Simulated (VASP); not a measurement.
A run of VASP 6.6.1 is set up as follows.

The input INCAR:

```
SYSTEM = Rb
PREC = Accurate
ENCUT = 520
EDIFF = 1E-6
ISMEAR = 0
SIGMA = 0.1
LREAL = .False.
LASPH = .True.
NELM = 80
ALGO = Fast
ISIF = 2
LWAVE = .False.
LCHARG = .False.
GGA = PE
NBANDS = 10
```

File KPOINTS:

```
Automatic mesh
0
Gamma
  12 12 12
  0 0 0
```

The input POSCAR:

```
Rb
1.0
    4.5675957630      0.0000000000      0.0000000000
    0.0000000000      4.5793774028      0.0000000000
    0.0000000000      0.0000000000      4.5885628109
Rb
1
Direct
    0.0000000000      0.0000000000      0.0000000000
```

Potentials or basis: VASP PAW PBE potentials, release 64 (Rb_sv).

The run is started by

```sh
$ cat potpaw_PBE.64/Rb_sv/POTCAR > POTCAR
$ mpirun -np 1 vasp_std > vasp.out
```

Predict the band gap on the k mesh.

zero (an odd number of electrons rules out a gap without spin polarisation).

Predict the pressure.

0.1 GPa.
